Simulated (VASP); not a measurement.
**Si3C2: single point with PBE**

Crystal: Si3C2.

```
Si C
1.0
     2.88511    0.00000    0.00000
    -1.44256    2.49858    0.00000
     0.00000    0.00000   14.50474
Si C
6 4
Direct
  0.66667 0.33333 0.07986
  0.66667 0.33333 0.25000
  0.66667 0.33333 0.42014
  0.33333 0.66667 0.75000
  0.33333 0.66667 0.92014
  0.33333 0.66667 0.57986
  0.66667 0.33333 0.84932
  0.66667 0.33333 0.65068
  0.33333 0.66667 0.15068
  0.33333 0.66667 0.34932
```

```json
{"Program": "VASP 6.6.1", "Task": "single point", "Functional": "PBE", "Potentials or basis": "VASP PAW PBE potentials, release 64 (Si, C)", "Cutoff": "520 eV", "k mesh": "6 × 6 × 1", "Occupations": "gaussian, width 0.1 eV", "Spin": "no spin polarisation"}
```

```
Pressure               : 0.1 GPa
Largest force          : 0.030 eV/Å
Band gap on the k mesh : zero (bands 20 and 21 overlap by 4.86 eV)
```

Forces in eV/Å, atoms in the order of the input:
```
Si   0.000  0.000  0.030
Si   0.000  0.000  0.000
Si   0.000  0.000 -0.030
Si   0.000  0.000  0.000
Si   0.000  0.000 -0.030
Si   0.000  0.000  0.030
C    0.000  0.000  0.014
C    0.000  0.000 -0.014
C    0.000  0.000 -0.014
C    0.000  0.000  0.014
```

Stress tensor (GPa, compression positive):
```
 0.23  0.00  0.00
 0.00  0.23  0.00
 0.00  0.00 -0.15
```

Levels at points of the mesh, in eV from the Fermi level:
| k point | band 18 | band 19 | band 20 | band 21 | band 22 | band 23 | band 24 | band 25 |
| --- | --- | --- | --- | --- | --- | --- | --- | --- |
| (0.00, 0.00, 0.00) | -0.17 | 0.68 | 4.07 | 4.66 | 5.25 | 5.80 | 6.44 | 6.51 |
| (0.50, 0.00, 0.00) | -2.29 | -2.26 | -1.00 | -0.79 | 0.29 | 1.95 | 2.10 | 2.26 |

Run time: 16 s on 1 thread of AMD EPYC 9R45 96-Core Processor (Zen 5), with other jobs on the host, peak memory 0.2 GiB.

Caveat: the k points lie up to 0.43 Å⁻¹ apart, too coarse for converged energies and pressures of a metal.
